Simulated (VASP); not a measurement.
# Pd (Fm-3m) in VASP: a series of runs

Pd is run at these levels: LDA; tasks: single point.

All numbers are computed with VASP 6.6.1; they aren't measurements. Logs are shortened: lines on timing, memory, paths and dates and some standing lists are left out, and cuts for length are marked.

### Step 1. The cell of the first run

It takes space group Fm-3m (No. 225, cubic). The conventional cell has a = 3.841 Å, b = 3.841 Å, c = 3.841 Å, α = 90.00°, β = 90.00°, γ = 90.00°. Pd (site symmetry m-3m) has 12 Pd at 2.72 Å within 3.6 Å.

### Step 2. Single point, LDA, collinear spin, ferromagnetic start

Input file INCAR:

```
PREC     = Accurate       # precision mode
ENCUT    = 520            # plane-wave cutoff, eV
EDIFF    = 1E-6           # SCF threshold, eV
ISMEAR   = -1             # smearing method
SIGMA    = 0.6            # smearing width, eV
LREAL    = False          # projectors in reciprocal space
LASPH    = True           # aspherical terms in the spheres
NELM     = 150            # most SCF steps
ALGO     = Normal         # electronic algorithm
ISIF     = 2              # what is computed and relaxed
LWAVE    = False          # write WAVECAR
LCHARG   = False          # write CHGCAR
ISPIN    = 2              # spin polarisation
MAGMOM   = 0.5            # initial moments
LORBIT   = 11             # projections on sites
LMAXMIX  = 4              # l up to which the mixer works
NBANDS   = 15             # bands
```

Input file KPOINTS:

```
Automatic mesh
0
Gamma
  14 14 14
```

Input file POSCAR:

```
Pd
1.0
    0.0000000000      1.9202771092      1.9202771092
    1.9202771092      0.0000000000      1.9202771092
    1.9202771092      1.9202771092      0.0000000000
Pd
1
Direct
    0.0000000000      0.0000000000      0.0000000000
```

Potentials or basis: VASP PAW LDA potentials, release 64 (Pd).

On the command line:

```sh
$ cat potpaw_LDA.64/Pd/POTCAR > POTCAR
$ mpirun -np 1 vasp_std > vasp.out
```

OUTCAR:

```text
PREC = Accurate
   ENCUT = 520
   EDIFF = 1E-6
   ISMEAR = -1
   LREAL = False
   LASPH = True
   NELM = 150
   ISIF = 2
   ISPIN = 2
   LORBIT = 11

 ion  position               nearest neighbor table
   1  0.000  0.000  0.000-

  LATTYP: Found a face centered cubic cell.
 ALAT       =     3.8405542184

  Lattice vectors:

 A1 = (   0.0000000000,   1.9202771092,   1.9202771092)
 A2 = (   1.9202771092,   0.0000000000,   1.9202771092)
 A3 = (   1.9202771092,   1.9202771092,   0.0000000000)

Analysis of symmetry for initial positions (statically):
[... 25 lines left out ...]
The dynamic configuration has the point symmetry O_h .

Analysis of structural, dynamic, and magnetic symmetry:
=====================================================================
 Subroutine PRICEL returns:
[... 7 lines left out ...]
 out of a pool of 48 trial point group operations.

The overall configuration has the point symmetry O_h .

 Subroutine INISYM returns: Found 48 space group operations
[... 5 lines left out ...]
                                     Primitive cell

  volume of cell :      14.1619

  direct lattice vectors                    reciprocal lattice vectors
     0.000000000  1.920277109  1.920277109    -0.260379087  0.260379087  0.260379087
     1.920277109  0.000000000  1.920277109     0.260379087 -0.260379087  0.260379087
     1.920277109  1.920277109  0.000000000     0.260379087  0.260379087 -0.260379087

  length of vectors
     2.715681931  2.715681931  2.715681931     0.450989807  0.450989807  0.450989807

  position of ions in fractional coordinates (direct lattice)
     0.000000000  0.000000000  0.000000000

  ion indices of the primitive-cell ions
   primitive index   ion index
                 1           1

----------------------------------------------------------------------------------------

 KPOINTS: Automatic mesh

Automatic generation of k-mesh.
 Grid dimensions read from file:
 generate k-points for:   14   14   14

 Generating k-lattice:

  Cartesian coordinates                     Fractional coordinates (reciprocal lattice)
    -0.018598506  0.018598506  0.018598506     0.071428571  0.000000000  0.000000000
     0.018598506 -0.018598506  0.018598506     0.000000000  0.071428571  0.000000000
     0.018598506  0.018598506 -0.018598506     0.000000000  0.000000000  0.071428571

  Length of vectors
     0.032213558  0.032213558  0.032213558

  Shift w.r.t. Gamma in fractional coordinates (k-lattice)
     0.000000000  0.000000000  0.000000000

 Subroutine IBZKPT returns following result:
 ===========================================

 Found    104 irreducible k-points:

 Following reciprocal coordinates:
            Coordinates               Weight
  0.000000  0.000000  0.000000      1.000000
  0.071429  0.000000  0.000000      8.000000
  0.142857  0.000000  0.000000      8.000000
  0.214286  0.000000  0.000000      8.000000
  0.285714  0.000000  0.000000      8.000000
  0.357143  0.000000  0.000000      8.000000
[... 76 lines left out ...]
 number of electron      10.0000005 magnetization      -0.0001164

 Free energy of the ion-electron system (eV)
  ---------------------------------------------------
  ext. energy  EPLUGINS =         0.00000000
  ---------------------------------------------------
  free energy    TOTEN  =        -7.14720383 eV

  energy without entropy =       -6.08832528  energy(sigma->0) =       -6.61776455

 E-fermi :  10.7791     XC(G=0): -13.7743

 val. band max:       10.6125587498   @ k =  -0.2857   0.5000   0.2143
 cond. band min:      10.8687648643   @ k =  -0.3571   0.0714   0.0000
 fundamental gap:      0.2562061145
 Fermi energy:        10.7790759435

 spin component 1

 k-point     1 :       0.0000    0.0000    0.0000
  band No.  band energies     occupation
      1       2.7511      1.00000
      2       7.2297      0.99731
      3       7.2297      0.99731
      4       7.2297      0.99731
      5       8.9638      0.95371
      6       8.9638      0.95371
      7      27.4566      0.00000
      8      32.3950      0.00000
      9      32.3950      0.00000
     10      32.3950      0.00000
     11      35.8287      0.00000
     12      38.0386      0.00000
     13      41.6858      0.00000
     14      41.6858      0.00000
[... 403 lines left out ...]
      4       8.0044      0.99029
      5       9.1108      0.94161
      6       9.5779      0.88101
      7      25.9594      0.00000
      8      29.1153      0.00000
      9      30.4738      0.00000
     10      32.2982      0.00000
     11      35.7628      0.00000
     12      37.3181      0.00000
     13      38.6771      0.00000
     14      39.3393      0.00000
     15      42.7186      0.00000

 [... further k-points ...]

 spin component 2

 k-point     1 :       0.0000    0.0000    0.0000
  band No.  band energies     occupation
      1       2.7510      1.00000
      2       7.2297      0.99731
      3       7.2297      0.99731
      4       7.2297      0.99731
      5       8.9637      0.95372
      6       8.9637      0.95372
      7      27.4565      0.00000
      8      32.3949      0.00000
      9      32.3949      0.00000
     10      32.3949      0.00000
     11      35.8286      0.00000
     12      38.0384      0.00000
     13      41.6858      0.00000
     14      41.6858      0.00000
[... 403 lines left out ...]
      4       8.0044      0.99029
      5       9.1107      0.94162
      6       9.5779      0.88101
      7      25.9594      0.00000
      8      29.1152      0.00000
      9      30.4737      0.00000
     10      32.2981      0.00000
     11      35.7628      0.00000
     12      37.3180      0.00000
     13      38.6770      0.00000
     14      39.3392      0.00000
     15      42.7186      0.00000

 [... further k-points ...]
[... 5 lines left out ...]
  --------------------------------------------------------------------------------------
  -------------------------------------------------------------------------------------
  Total        0.5496647      0.5496647      0.5496647     -0.0000000      0.0000000      0.0000000
  in kB       62.1851506     62.1851506     62.1851506     -0.0000000      0.0000000      0.0000000
  external PRESSURE =      62.1851506 kB  Pullay stress =       0.0000000 kB

 VOLUME and BASIS-vectors are now :
 -----------------------------------------------------------------------------
  energy-cutoff  :      520.00
  volume of cell :       14.16
      direct lattice vectors                 reciprocal lattice vectors
     0.000000000  1.920277109  1.920277109    -0.260379087  0.260379087  0.260379087
     1.920277109  0.000000000  1.920277109     0.260379087 -0.260379087  0.260379087
     1.920277109  1.920277109  0.000000000     0.260379087  0.260379087 -0.260379087

 POSITION                                       TOTAL-FORCE (eV/Angst)
 -----------------------------------------------------------------------------------
      0.00000      0.00000      0.00000         0.000000      0.000000      0.000000
 -----------------------------------------------------------------------------------
    total drift:                                0.000000     -0.000000      0.000000

  FREE ENERGIE OF THE ION-ELECTRON SYSTEM (eV)
  ---------------------------------------------------
  free  energy   TOTEN  =        -7.1472038256 eV

  energy  without entropy=       -6.0883252765  energy(sigma->0) =       -6.61776455

 total charge

# of ion       s       p       d       tot
------------------------------------------
    1        0.525   0.547   8.453   9.525

 magnetization (x)

# of ion       s       p       d       tot
------------------------------------------
    1       -0.000  -0.000   0.000  -0.000
```

OSZICAR:

```text
N       E                     dE             d eps       ncg     rms          rms(c)
DAV:   1     0.455119428431E+02    0.45512E+02   -0.45115E+03  6272   0.594E+02
DAV:   2    -0.668655528224E+01   -0.52198E+02   -0.49704E+02  8053   0.163E+02
DAV:   3    -0.748610581186E+01   -0.79955E+00   -0.79744E+00  8200   0.199E+01
DAV:   4    -0.748827118298E+01   -0.21654E-02   -0.21652E-02  7480   0.110E+00
DAV:   5    -0.748828413665E+01   -0.12954E-04   -0.12951E-04  8238   0.740E-02    0.986E+00
DAV:   6    -0.717144174642E+01    0.31684E+00   -0.11160E+00  8928   0.693E+00    0.473E+00
DAV:   7    -0.715323953385E+01    0.18202E-01   -0.21521E-02  8531   0.862E-01    0.241E+00
DAV:   8    -0.714750078904E+01    0.57387E-02   -0.17970E-03  8809   0.288E-01    0.793E-01
DAV:   9    -0.714718697011E+01    0.31382E-03   -0.12344E-04  8071   0.623E-02    0.543E-02
DAV:  10    -0.714720037865E+01   -0.13409E-04   -0.13315E-05  8591   0.185E-02    0.139E-02
DAV:  11    -0.714720386859E+01   -0.34899E-05   -0.83539E-07  6573   0.455E-03    0.856E-03
DAV:  12    -0.714720382556E+01    0.43026E-07   -0.18634E-07  5521   0.313E-03
   1 F= -.71472038E+01 E0= -.66177646E+01  d E =-.105888E+01  mag=     0.0000
```

stdout:

```text
POSCAR found type information on POSCAR Pd
 POSCAR found :  1 types and       1 ions
 scaLAPACK will be used
 LDA part: xc-table for (Slater(with rela. corr.)+CA(PZ))
 , standard interpolation
 POSCAR, INCAR and KPOINTS ok, starting setup
 FFT: planning ... GRIDC
 FFT: planning ... GRID_SOFT
 FFT: planning ... GRID
 WAVECAR not read
 entering main loop
```

It took 16 s on 1 thread of Intel Xeon 6975P-C (Granite Rapids), shared host; peak memory 0.14 GiB.

Results:

```yaml
Free_energy: -7.1472 eV
Pressure: 6.2 GPa
Band_gap_on_the_k_mesh: zero (filled and empty bands overlap)
Net_moment: 0.00 μB per cell
Valence_electrons_inside_the_program's_atomic_spheres: Pd 9.53
```

Levels at points of the mesh, in eV from the Fermi level:
Spin up:
| k point | band 1 | band 2 | band 3 | band 4 | band 5 | band 6 | band 7 | band 8 | band 9 | band 10 |
| --- | --- | --- | --- | --- | --- | --- | --- | --- | --- | --- |
| (0.00, 0.00, 0.00) | -8.03 | -3.55 | -3.55 | -3.55 | -1.82 | -1.82 | 16.68 | 21.62 | 21.62 | 21.62 |
| (0.50, 0.00, 0.00) | -6.16 | -3.60 | -3.60 | -0.51 | -0.51 | 0.38 | 7.10 | 16.05 | 20.84 | 20.84 |
| (0.50, 0.50, 0.00) | -6.28 | -5.97 | -0.55 | -0.17 | -0.17 | 2.78 | 10.66 | 12.81 | 12.81 | 21.63 |
Spin down:
```csv
k point,band 3,band 4,band 5,band 6,band 7,band 8
"(0.00, 0.00, 0.00)",-3.55,-3.55,-1.82,-1.82,16.68,21.62
"(0.50, 0.00, 0.00)",-3.60,-0.51,-0.51,0.38,7.10,16.05
"(0.50, 0.50, 0.00)",-0.55,-0.17,-0.17,2.78,10.66,12.81
```

### Step 3. Single point, LDA, collinear spin, ferromagnetic start

Input file INCAR:

```
SYSTEM = Pd
PREC = Accurate ; ENCUT = 520
EDIFF = 1E-6 ; ISMEAR = -1
SIGMA = 1.0 ; LREAL = .False.
LASPH = .True. ; NELM = 150
ALGO = Normal ; ISIF = 2
LWAVE = .False. ; LCHARG = .True.
ISPIN = 2 ; MAGMOM = 0.5
LORBIT = 11 ; LMAXMIX = 4
LELF = .True. ; LVHAR = .True.
NBANDS = 15
```

Input file KPOINTS:

```
Automatic mesh
0
Gamma
  14 14 14
  0 0 0
```

POSCAR is that of step 2.

Potentials or basis: VASP PAW LDA potentials, release 64 (Pd).

On the command line:

```sh
$ cat potpaw_LDA.64/Pd/POTCAR > POTCAR
$ mpirun -np 1 vasp_std > vasp.out
```

It took 18 s on 1 thread of Intel Xeon 6975P-C (Granite Rapids), shared host; peak memory 0.14 GiB.

It converged, with:

```
Free energy                                           : -8.0110 eV
Pressure                                              : 14.7 GPa
Band gap on the k mesh                                : zero (filled and empty bands overlap)
Net moment                                            : 0.00 μB per cell
Valence electrons inside the program's atomic spheres : Pd 9.52
```

Levels at points of the mesh, in eV from the Fermi level:
Spin up:
| k point | band 1 | band 2 | band 3 | band 4 | band 5 | band 6 | band 7 | band 8 | band 9 | band 10 |
| --- | --- | --- | --- | --- | --- | --- | --- | --- | --- | --- |
| (0.00, 0.00, 0.00) | -8.49 | -4.04 | -4.04 | -4.04 | -2.32 | -2.32 | 16.22 | 21.16 | 21.16 | 21.16 |
| (0.50, 0.00, 0.00) | -6.64 | -4.10 | -4.10 | -1.02 | -1.02 | -0.08 | 6.62 | 15.60 | 20.38 | 20.38 |
| (0.50, 0.50, 0.00) | -6.77 | -6.46 | -1.05 | -0.67 | -0.67 | 2.32 | 10.18 | 12.35 | 12.35 | 21.16 |
Spin down:
| k point | band 2 | band 3 | band 4 | band 5 | band 6 | band 7 | band 8 | band 9 |
| --- | --- | --- | --- | --- | --- | --- | --- | --- |
| (0.00, 0.00, 0.00) | -4.04 | -4.04 | -4.04 | -2.32 | -2.32 | 16.22 | 21.16 | 21.16 |
| (0.50, 0.00, 0.00) | -4.10 | -4.10 | -1.02 | -1.02 | -0.08 | 6.62 | 15.60 | 20.38 |
| (0.50, 0.50, 0.00) | -6.46 | -1.05 | -0.67 | -0.67 | 2.32 | 10.18 | 12.35 | 12.35 |
